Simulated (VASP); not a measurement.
# Cu2O (Pn-3m) in VASP: a series of runs

Runs on Cu2O. Level: PBEsol. Tasks: single point.

Program: VASP 6.6.1. These are calculated values, not measurements. Logs are shortened: lines on timing, memory, paths and dates and some standing lists are left out, and cuts for length are marked.

## (1) The cell of the first run

Symmetry: Pn-3m, No. 224, cubic system. The conventional cell has a = 3.793 Å, b = 3.793 Å, c = 3.793 Å, α = 90.00°, β = 90.00°, γ = 90.00°. Cu (site symmetry -3m) has 2 O at 1.64 Å within 2.2 Å. O (site symmetry -43m) has 4 Cu at 1.64 Å within 2.2 Å.

## (2) Single point, PBEsol

Input file INCAR:

```
SYSTEM = Cu2O
  PREC = Accurate
  ENCUT = 600
  EDIFF = 1E-6
  ISMEAR = 0
  SIGMA = 0.01
  LREAL = .FALSE.
  LASPH = .TRUE.
  NELM = 120
  ALGO = Normal
  ISIF = 2
  LWAVE = .FALSE.
  LCHARG = .TRUE.
  GGA = PS
  LELF = .TRUE.
  LVHAR = .TRUE.
  NBANDS = 37
  GGA_COMPAT = .FALSE.
```

Input file KPOINTS:

```
Automatic mesh
0
G
  10 10 10
  0 0 0
```

Input file POSCAR:

```
Cu2O
1.0
    3.7928695869      0.0000000000      0.0000000000
    0.0000000000      3.7928695869      0.0000000000
    0.0000000000      0.0000000000      3.7928695869
Cu O
4 2
Direct
    0.2500000000      0.2500000000      0.2500000000
    0.2500000000      0.7500000000      0.7500000000
    0.7500000000      0.7500000000      0.2500000000
    0.7500000000      0.2500000000      0.7500000000
    0.0000000000      0.0000000000      0.0000000000
    0.5000000000      0.5000000000      0.5000000000
```

Potentials or basis: VASP PAW PBE potentials, release 64 (Cu, O).

Run with:

```bash
$ cat potpaw_PBE.64/Cu/POTCAR potpaw_PBE.64/O/POTCAR > POTCAR
$ mpirun -np 1 vasp_std > vasp.out
```

OUTCAR:

```text
SYSTEM = Cu2O
   PREC = Accurate
   ENCUT = 600
   EDIFF = 1E-6
   ISMEAR = 0
   LREAL = .FALSE.
   LASPH = .TRUE.
   NELM = 120
   ISIF = 2
   GGA = PS

 ion  position               nearest neighbor table
   1  0.250  0.250  0.250-   5 1.64   6 1.64   4 2.68   2 2.68   3 2.68   2 2.68   4 2.68   2 2.68
                             3 2.68   2 2.68   3 2.68   4 2.68   4 2.68   3 2.68
   2  0.250  0.750  0.750-   5 1.64   6 1.64   4 2.68   1 2.68   3 2.68   1 2.68   3 2.68   1 2.68
                             4 2.68   1 2.68   3 2.68   4 2.68   3 2.68   4 2.68
   3  0.750  0.750  0.250-   5 1.64   6 1.64   4 2.68   1 2.68   2 2.68   2 2.68   4 2.68   1 2.68
                             4 2.68   4 2.68   1 2.68   2 2.68   2 2.68   1 2.68
   4  0.750  0.250  0.750-   5 1.64   6 1.64   3 2.68   1 2.68   2 2.68   1 2.68   3 2.68   2 2.68
                             3 2.68   3 2.68   1 2.68   2 2.68   1 2.68   2 2.68
   5  0.000  0.000  0.000-   1 1.64   2 1.64   3 1.64   4 1.64
   6  0.500  0.500  0.500-   1 1.64   2 1.64   3 1.64   4 1.64

  LATTYP: Found a simple cubic cell.
 ALAT       =     3.7928695869

  Lattice vectors:

 A1 = (   3.7928695869,   0.0000000000,   0.0000000000)
 A2 = (   0.0000000000,   3.7928695869,   0.0000000000)
 A3 = (   0.0000000000,   0.0000000000,   3.7928695869)

Analysis of symmetry for initial positions (statically):
=====================================================================
 Subroutine PRICEL returns:
 Original cell was already a primitive cell.

 Routine SETGRP: Setting up the symmetry group for a
 simple cubic supercell.

 Subroutine GETGRP returns: Found 48 space group operations
 (whereof 24 operations were pure point group operations)
 out of a pool of 48 trial point group operations.

The static configuration has the point symmetry T_d .
 The point group associated with its full space group is O_h .

Analysis of symmetry for dynamics (positions and initial velocities):
=====================================================================
 Subroutine PRICEL returns:
 Original cell was already a primitive cell.

 Routine SETGRP: Setting up the symmetry group for a
 simple cubic supercell.

 Subroutine GETGRP returns: Found 48 space group operations
 (whereof 24 operations were pure point group operations)
 out of a pool of 48 trial point group operations.

The dynamic configuration has the point symmetry T_d .
 The point group associated with its full space group is O_h .

 Subroutine INISYM returns: Found 48 space group operations
 (whereof 24 operations are pure point group operations),
[... 102 lines left out ...]
   ENCUT  =  600.0 eV  44.10 Ry    6.64 a.u.   7.58  7.58  7.58*2*pi/ulx,y,z
   NELM   =    120;   NELMIN=  2; NELMDL= -5     # of ELM steps
   EDIFF  = 0.1E-05   stopping-criterion for ELM
   LREAL  =      F    real-space projection
   EDIFFG = 0.1E-04   stopping-criterion for IOM
   NSW    =      0    number of steps for IOM
   IBRION =     -1    ionic relax: 0-MD 1-quasi-New 2-CG
   NFREE  =      0    steps in history (QN), initial steepest desc. (CG)
   ISIF   =      2    stress and relaxation
   ISYM   =      2    0-nonsym 1-usesym 2-fastsym
   POTIM  = 0.5000    time-step for ionic-motion
   TEBEG  =    0.0;   TEEND  =   0.0 temperature during run
   PSTRESS=    0.0 pullay stress
   NELECT =      56.0000    total number of electrons
   NUPDOWN=      -1.0000    fix difference up-down
   EMIN   =  10.00;   EMAX   =-10.00  energy-range for DOS
   EFERMI =   0.00;   METHOD = LEGACY
   ISMEAR =     0;   SIGMA  =   0.01  broadening in eV -4-tet -1-fermi 0-gaus
   EFERMI_NEDOS =   21; number of points for ismear=-14 and -15
   IALGO  =     38    algorithm
   IMIX   =      4    mixing-type and parameters
     AMIX     =   0.40;   BMIX     =  1.00
     AMIX_MAG =   1.60;   BMIX_MAG =  1.00
  volume/ion in A,a.u.               =       9.09        61.37
  Fermi-wavevector in a.u.,A,eV,Ry     =   1.651339  3.120578 37.102010  2.726921
  Thomas-Fermi vector in A             =   2.740135
   LORBIT       =      0    0 simple, 1 ext, 2 COOP (PROOUT), +10 PAW based schemes
   GGA     = PS    functional components
   LHFCALC =     F    Hartree Fock is set to
   AEXX    =    0.0000 exact exchange contribution
   IVDW    =     0    specifies the selected vdW correction
   LEPSILON=     F    determine dielectric tensor
   LRPA    =     F    only Hartree local field effects (RPA)
 non-spin polarized calculation
 Gauss-broadening in eV      SIGMA  =   0.01
  energy-cutoff  :      600.00
  volume of cell :       54.56
 maximum number of plane-waves:      1856
   NGX = 15   NGY = 15   NGZ = 15

 number of electron      55.9999978 magnetization

 Free energy of the ion-electron system (eV)
  ---------------------------------------------------
  ext. energy  EPLUGINS =         0.00000000
  ---------------------------------------------------
  free energy    TOTEN  =       -25.46945481 eV

  energy without entropy =      -25.46943125  energy(sigma->0) =      -25.46944303

 E-fermi :   9.3684     XC(G=0): -13.2862

 val. band max:        9.3373200786   @ k =   0.1000   0.0000   0.0000
 cond. band min:       9.3760430900   @ k =   0.1000   0.0000   0.0000
 fundamental gap:      0.0387230114
 Fermi energy:         9.3683561968

 k-point     1 :       0.0000    0.0000    0.0000
  band No.  band energies     occupation
      1     -14.2497      2.00000
      2     -12.4861      2.00000
      3      -1.5343      2.00000
      4      -1.5343      2.00000
      5      -1.5343      2.00000
      6       1.7169      2.00000
[... 949 lines left out ...]
     36      19.6654      0.00000
     37      19.9411      0.00000

 [... further k-points ...]
[... 5 lines left out ...]
  --------------------------------------------------------------------------------------
  -------------------------------------------------------------------------------------
  Total       31.3038626     31.3038626     31.3038626      0.0000000     -0.0000000      0.0000000
  in kB      919.1889189    919.1889189    919.1889189      0.0000000     -0.0000000      0.0000000
  external PRESSURE =     919.1889189 kB  Pullay stress =       0.0000000 kB

 VOLUME and BASIS-vectors are now :
 -----------------------------------------------------------------------------
  energy-cutoff  :      600.00
  volume of cell :       54.56
      direct lattice vectors                 reciprocal lattice vectors
     3.792869587  0.000000000  0.000000000     0.263652619  0.000000000  0.000000000
     0.000000000  3.792869587  0.000000000     0.000000000  0.263652619  0.000000000
     0.000000000  0.000000000  3.792869587     0.000000000  0.000000000  0.263652619

 POSITION                                       TOTAL-FORCE (eV/Angst)
 -----------------------------------------------------------------------------------
      0.94822      0.94822      0.94822         0.000000     -0.000000      0.000000
      0.94822      2.84465      2.84465        -0.000000     -0.000000     -0.000000
      2.84465      2.84465      0.94822         0.000000     -0.000000      0.000000
      2.84465      0.94822      2.84465         0.000000      0.000000     -0.000000
      0.00000      0.00000      0.00000         0.000000     -0.000000      0.000000
      1.89643      1.89643      1.89643        -0.000000      0.000000     -0.000000
 -----------------------------------------------------------------------------------
    total drift:                                0.000000      0.000000      0.000000

  FREE ENERGIE OF THE ION-ELECTRON SYSTEM (eV)
  ---------------------------------------------------
  free  energy   TOTEN  =       -25.4694548095 eV

  energy  without entropy=      -25.4694312455  energy(sigma->0) =      -25.46944303
```

Wall time 3.9 min (1 thread of Intel Xeon 8259CL, shared host); peak memory 0.24 GiB.

What came out:

* Free energy: -25.4695 eV
* Pressure: 91.9 GPa
* Band gap on the k mesh: zero (filled and empty bands overlap)

Caveat: the cell stands under pressure; the PAW data sets were made with another functional, which shifts forces and pressure a little. With open d or f shells a metallic result of PBEsol can be an artefact of self-interaction; +U or a hybrid may open a gap.

## (3) Single point, PBEsol

This run uses another cell than the first one, of 11.62 Å³/atom.

Input file INCAR:

```
SYSTEM = Cu2O
  PREC = Accurate
  ENCUT = 600
  EDIFF = 1E-6
  ISMEAR = 0
  SIGMA = 0.02
  LREAL = .False.
  LASPH = .True.
  NELM = 120
  ALGO = Normal
  ISIF = 2
  LWAVE = .False.
  LCHARG = .True.
  GGA = PS
  LELF = .True.
  LVHAR = .True.
  NBANDS = 37
  GGA_COMPAT = .False.
```

Input file KPOINTS:

```
regular mesh
0
Gamma
  8 8 8
  0 0 0
```

POSCAR: that of step 2 with these lines changed.

```diff
@@ -2,5 +2,5 @@
 1.0
-    3.7928695869      0.0000000000      0.0000000000
-    0.0000000000      3.7928695869      0.0000000000
-    0.0000000000      0.0000000000      3.7928695869
+    4.1159472619      0.0000000000      0.0000000000
+    0.0000000000      4.1159472619      0.0000000000
+    0.0000000000      0.0000000000      4.1159472619
 Cu O
```

Potentials or basis: VASP PAW PBE potentials, release 64 (Cu, O).

Run with:

```bash
$ cat potpaw_PBE.64/Cu/POTCAR potpaw_PBE.64/O/POTCAR > POTCAR
$ mpirun -np 1 vasp_std > vasp.out
```

OUTCAR:

```text
SYSTEM = Cu2O
   PREC = Accurate
   ENCUT = 600
   EDIFF = 1E-6
   ISMEAR = 0
   LREAL = .False.
   LASPH = .True.
   NELM = 120
   ISIF = 2
   GGA = PS

 ion  position               nearest neighbor table
   1  0.250  0.250  0.250-   5 1.78   6 1.78
   2  0.250  0.750  0.750-   5 1.78   6 1.78
   3  0.750  0.750  0.250-   5 1.78   6 1.78
   4  0.750  0.250  0.750-   5 1.78   6 1.78
   5  0.000  0.000  0.000-   1 1.78   2 1.78   3 1.78   4 1.78
   6  0.500  0.500  0.500-   1 1.78   2 1.78   3 1.78   4 1.78

  LATTYP: Found a simple cubic cell.
 ALAT       =     4.1159472619

  Lattice vectors:

 A1 = (   4.1159472619,   0.0000000000,   0.0000000000)
 A2 = (   0.0000000000,   4.1159472619,   0.0000000000)
 A3 = (   0.0000000000,   0.0000000000,   4.1159472619)

Analysis of symmetry for initial positions (statically):
=====================================================================
 Subroutine PRICEL returns:
 Original cell was already a primitive cell.

 Routine SETGRP: Setting up the symmetry group for a
 simple cubic supercell.

 Subroutine GETGRP returns: Found 48 space group operations
 (whereof 24 operations were pure point group operations)
 out of a pool of 48 trial point group operations.

The static configuration has the point symmetry T_d .
 The point group associated with its full space group is O_h .

Analysis of symmetry for dynamics (positions and initial velocities):
=====================================================================
 Subroutine PRICEL returns:
 Original cell was already a primitive cell.

 Routine SETGRP: Setting up the symmetry group for a
 simple cubic supercell.

 Subroutine GETGRP returns: Found 48 space group operations
 (whereof 24 operations were pure point group operations)
 out of a pool of 48 trial point group operations.

The dynamic configuration has the point symmetry T_d .
 The point group associated with its full space group is O_h .

 Subroutine INISYM returns: Found 48 space group operations
 (whereof 24 operations are pure point group operations),
 and found     1 'primitive' translations

----------------------------------------------------------------------------------------

                                     Primitive cell

  volume of cell :      69.7284

  direct lattice vectors                    reciprocal lattice vectors
     4.115947262  0.000000000  0.000000000     0.242957438  0.000000000  0.000000000
     0.000000000  4.115947262  0.000000000     0.000000000  0.242957438  0.000000000
     0.000000000  0.000000000  4.115947262     0.000000000  0.000000000  0.242957438

  length of vectors
     4.115947262  4.115947262  4.115947262     0.242957438  0.242957438  0.242957438

  position of ions in fractional coordinates (direct lattice)
     0.250000000  0.250000000  0.250000000
     0.250000000  0.750000000  0.750000000
     0.750000000  0.750000000  0.250000000
     0.750000000  0.250000000  0.750000000
     0.000000000  0.000000000  0.000000000
     0.500000000  0.500000000  0.500000000

  ion indices of the primitive-cell ions
   primitive index   ion index
                 1           1
[... 22 lines left out ...]
     0.030369680  0.030369680  0.030369680

  Shift w.r.t. Gamma in fractional coordinates (k-lattice)
     0.000000000  0.000000000  0.000000000

 Subroutine IBZKPT returns following result:
 ===========================================

 Found     35 irreducible k-points:

 Following reciprocal coordinates:
            Coordinates               Weight
  0.000000  0.000000  0.000000      1.000000
  0.125000  0.000000  0.000000      6.000000
  0.250000  0.000000  0.000000      6.000000
  0.375000  0.000000  0.000000      6.000000
  0.500000  0.000000  0.000000      3.000000
  0.125000  0.125000  0.000000     12.000000
[... 16 lines left out ...]
  0.375000  0.375000  0.125000     24.000000
  0.500000  0.375000  0.125000     24.000000
 [... further k-points ...]
   k-points           NKPTS =     35   k-points in BZ     NKDIM =     35   number of bands    NBANDS=     37
   number of dos      NEDOS =    301   number of ions     NIONS =      6
   total plane-waves  NPLWV =  46656
   dimension x,y,z NGX =    36 NGY =   36 NGZ =   36
   dimension x,y,z NGXF=    72 NGYF=   72 NGZF=   72
   ions per type =               4   2
   NGX,Y,Z   is equivalent  to a cutoff of  14.54, 14.54, 14.54 a.u.
   NGXF,Y,Z  is equivalent  to a cutoff of  29.08, 29.08, 29.08 a.u.
 SYSTEM =  Cu2O
   PREC   = accura    normal or accurate (medium, high low for compatibility)
   ISTART =      0    job   : 0-new  1-cont  2-samecut
   ICHARG =      2    charge: 1-file 2-atom 10-const
   ISPIN  =      1    spin polarized calculation?
   LNONCOLLINEAR =      F non collinear calculations
   LSORBIT =      F    spin-orbit coupling
   LASPH  =      T    aspherical Exc in radial PAW
   ENCUT  =  600.0 eV  44.10 Ry    6.64 a.u.   8.22  8.22  8.22*2*pi/ulx,y,z
   NELM   =    120;   NELMIN=  2; NELMDL= -5     # of ELM steps
   EDIFF  = 0.1E-05   stopping-criterion for ELM
   LREAL  =      F    real-space projection
   EDIFFG = 0.1E-04   stopping-criterion for IOM
   NSW    =      0    number of steps for IOM
   IBRION =     -1    ionic relax: 0-MD 1-quasi-New 2-CG
   NFREE  =      0    steps in history (QN), initial steepest desc. (CG)
   ISIF   =      2    stress and relaxation
   ISYM   =      2    0-nonsym 1-usesym 2-fastsym
   POTIM  = 0.5000    time-step for ionic-motion
   TEBEG  =    0.0;   TEEND  =   0.0 temperature during run
   PSTRESS=    0.0 pullay stress
   NELECT =      56.0000    total number of electrons
   NUPDOWN=      -1.0000    fix difference up-down
   EMIN   =  10.00;   EMAX   =-10.00  energy-range for DOS
   EFERMI =   0.00;   METHOD = LEGACY
   ISMEAR =     0;   SIGMA  =   0.02  broadening in eV -4-tet -1-fermi 0-gaus
   EFERMI_NEDOS =   21; number of points for ismear=-14 and -15
   IALGO  =     38    algorithm
   IMIX   =      4    mixing-type and parameters
     AMIX     =   0.40;   BMIX     =  1.00
     AMIX_MAG =   1.60;   BMIX_MAG =  1.00
  volume/ion in A,a.u.               =      11.62        78.43
  Fermi-wavevector in a.u.,A,eV,Ry     =   1.521719  2.875631 31.506028  2.315628
  Thomas-Fermi vector in A             =   2.630396
   LORBIT       =      0    0 simple, 1 ext, 2 COOP (PROOUT), +10 PAW based schemes
   GGA     = PS    functional components
   LHFCALC =     F    Hartree Fock is set to
   AEXX    =    0.0000 exact exchange contribution
   IVDW    =     0    specifies the selected vdW correction
   LEPSILON=     F    determine dielectric tensor
   LRPA    =     F    only Hartree local field effects (RPA)
 non-spin polarized calculation
 Gauss-broadening in eV      SIGMA  =   0.02
  energy-cutoff  :      600.00
  volume of cell :       69.73
 maximum number of plane-waves:      2360
 NGX is ok and might be reduce to    36
   NGX = 17   NGY = 17   NGZ = 17

 number of electron      56.0000005 magnetization

 Free energy of the ion-electron system (eV)
  ---------------------------------------------------
  ext. energy  EPLUGINS =         0.00000000
  ---------------------------------------------------
  free energy    TOTEN  =       -29.73596677 eV

  energy without entropy =      -29.73596677  energy(sigma->0) =      -29.73596677

 E-fermi :   5.9769     XC(G=0): -11.8488

 val. band max:        5.8336037719   @ k =   0.0000   0.0000   0.0000
 cond. band min:       6.6011504638   @ k =   0.0000   0.0000   0.0000
 fundamental gap:      0.7675466919
 Fermi energy:         5.9768910413

 k-point     1 :       0.0000    0.0000    0.0000
  band No.  band energies     occupation
      1     -15.1773      2.00000
      2     -14.1931      2.00000
      3      -2.4119      2.00000
      4      -2.4119      2.00000
      5      -2.4119      2.00000
      6       0.2316      2.00000
[... 949 lines left out ...]
     36      15.4684      0.00000
     37      16.7665      0.00000

 [... further k-points ...]
[... 5 lines left out ...]
  --------------------------------------------------------------------------------------
  -------------------------------------------------------------------------------------
  Total        5.6953689      5.6953689      5.6953689      0.0000000     -0.0000000      0.0000000
  in kB      130.8648586    130.8648586    130.8648586      0.0000000     -0.0000000      0.0000000
  external PRESSURE =     130.8648586 kB  Pullay stress =       0.0000000 kB

 VOLUME and BASIS-vectors are now :
 -----------------------------------------------------------------------------
  energy-cutoff  :      600.00
  volume of cell :       69.73
      direct lattice vectors                 reciprocal lattice vectors
     4.115947262  0.000000000  0.000000000     0.242957438  0.000000000  0.000000000
     0.000000000  4.115947262  0.000000000     0.000000000  0.242957438  0.000000000
     0.000000000  0.000000000  4.115947262     0.000000000  0.000000000  0.242957438

 POSITION                                       TOTAL-FORCE (eV/Angst)
 -----------------------------------------------------------------------------------
      1.02899      1.02899      1.02899        -0.000000      0.000000      0.000000
      1.02899      3.08696      3.08696         0.000000      0.000000     -0.000000
      3.08696      3.08696      1.02899         0.000000     -0.000000     -0.000000
      3.08696      1.02899      3.08696        -0.000000     -0.000000      0.000000
      0.00000      0.00000      0.00000        -0.000000      0.000000     -0.000000
      2.05797      2.05797      2.05797        -0.000000      0.000000      0.000000
 -----------------------------------------------------------------------------------
    total drift:                                0.000000      0.000000      0.000000

  FREE ENERGIE OF THE ION-ELECTRON SYSTEM (eV)
  ---------------------------------------------------
  free  energy   TOTEN  =       -29.7359667696 eV

  energy  without entropy=      -29.7359667696  energy(sigma->0) =      -29.73596677
```

Run time: 3.4 min. Hardware: 1 thread of Intel Xeon 8259CL, shared host; peak memory 0.25 GiB.

What came out:

* Free energy: -29.7360 eV
* Pressure: 13.1 GPa
* Band gap on the k mesh: 0.77 eV

Caveat: the cell stands under pressure; the PAW data sets were made with another functional, which shifts forces and pressure a little. A k mesh can miss the band edges.
